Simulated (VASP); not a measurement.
Wanted: the native input for a VASP 6.6.1 run.

```yaml
Task: single point
Functional: PBEsol-based screened hybrid with 25 % exact exchange
Potentials_or_basis: VASP PAW PBE potentials, release 64 (Ta_pv, N)
Cutoff: 520 eV
k_mesh: 5 × 5 × 5
Occupations: fermi-dirac, width 0.05 eV
Spin: no spin polarisation
Dipole_correction: no
Grid_for_exact_exchange_PRECFOCK: Normal
Share_of_exact_exchange: 0.25
Further_INCAR_settings: ALGO = Normal; EDIFF = 1e-06; NBANDS = 15
Screening_parameter: 0.207 1/Å
```

Crystal: TaN.

```
CELL_PARAMETERS angstrom
2.91322 0.00000 0.00000
-1.45661 2.52292 0.00000
0.00000 0.00000 2.85593
ATOMIC_POSITIONS crystal
Ta 0.00000 0.00000 0.50000
N 0.66667 0.33333 0.00000
```

These files were run (other wordings do the same):

POSCAR

```
TaN
1.0
    2.9132171000      0.0000000000      0.0000000000
   -1.4566085500      2.5229200153      0.0000000000
    0.0000000000      0.0000000000      2.8559301698
Ta N
1 1
Direct
    0.0000000000      0.0000000000      0.5000000000
    0.6666666667      0.3333333333      0.0000000000
```

INCAR.step1

```
ALGO = Normal
EDIFF = 1E-5
ENCUT = 520
GGA = PE
ISIF = 2
ISMEAR = -1
LASPH = True
LCHARG = False
LREAL = False
LWAVE = True
NBANDS = 15
NELM = 80
PREC = Accurate
SIGMA = 0.05
```

INCAR.step2

```
AEXX = 0.25
ALGO = Normal
EDIFF = 1E-6
ENCUT = 520
GGA = PS
HFSCREEN = 0.207
ISIF = 2
ISMEAR = -1
ISTART = 1
LASPH = True
LCHARG = False
LHFCALC = True
LREAL = False
LWAVE = False
NBANDS = 15
NELM = 80
PREC = Accurate
PRECFOCK = Normal
SIGMA = 0.05
```

KPOINTS

```
k-points
0
Gamma
  5 5 5
```

Potentials or basis: VASP PAW PBE potentials, release 64 (Ta_pv, N).

The run is started by

```bash
$ cat potpaw_PBE.64/Ta_pv/POTCAR potpaw_PBE.64/N/POTCAR > POTCAR
$ cp INCAR.step1 INCAR
$ mpirun -np 1 vasp_std > vasp.out
$ cp INCAR.step2 INCAR
$ mpirun -np 1 vasp_std > vasp.out
```

It gave:

```
Pressure               : -0.5 GPa
Band gap on the k mesh : zero (filled and empty bands touch)
```

Caveat: the k points lie up to 0.50 Å⁻¹ apart; the PAW data sets were made with another functional, which shifts forces and pressure a little; spin-orbit coupling is left out, which moves the levels of the heavy elements.

It took 16 min on 1 thread of Intel Xeon 8259CL, on a shared host, peak memory 0.22 GiB.
